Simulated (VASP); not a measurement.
Set up this calculation in VASP 6.6.1, as the native input.

| Property | Result |
| --- | --- |
| Task | single point |
| Functional | RPBE |
| Potentials or basis | VASP PAW PBE potentials, release 64 (Se) |
| Cutoff | 520 eV |
| k mesh | 11 × 11 × 11 |
| Occupations | methfessel-paxton, width 0.1 eV |
| Spin | no spin polarisation |
| Dipole correction | no |
| Further INCAR settings | ALGO = Normal; EDIFF = 1e-06; NBANDS = 9 |

The structure of Se lies in POSCAR:

```
Se
1.0
    1.9250000000      1.1113990000      0.8816670000
   -1.9250000000      1.1113990000      0.8816670000
    0.0000000000     -2.2227990000      0.8816670000
Se
1
Direct
    0.0000000000      0.0000000000      0.0000000000
```

The input as run:

INCAR

```
ALGO     = Normal         # electronic algorithm
EDIFF    = 1E-6           # SCF threshold, eV
ENCUT    = 520            # plane-wave cutoff, eV
GGA      = RP             # functional
ISIF     = 2              # what is computed and relaxed
ISMEAR   = 1              # smearing method
LASPH    = True           # aspherical terms in the spheres
LCHARG   = False          # write CHGCAR
LREAL    = False          # projectors in reciprocal space
LWAVE    = False          # write WAVECAR
NBANDS   = 9              # bands
NELM     = 60             # most SCF steps
PREC     = Accurate       # precision mode
SIGMA    = 0.1            # smearing width, eV
```

KPOINTS

```
k-points
0
Gamma
  11 11 11
```

Potentials or basis: VASP PAW PBE potentials, release 64 (Se).

Launch:

```bash
$ cat potpaw_PBE.64/Se/POTCAR > POTCAR
$ mpirun -np 1 vasp_std > vasp.out
```

Results of the run:

The pressure is 164.6 GPa. The band gap on the k mesh is zero (band 3 reaches 22.80 eV, above the bottom of band 4 at 7.90 eV).

Caveat: the PAW data sets were made with another functional, which shifts forces and pressure a little.

Wall time 6.5 s on 1 thread of Intel(R) Xeon(R) Platinum 8559C (Emerald Rapids) (shared host), peak memory 0.12 GiB.
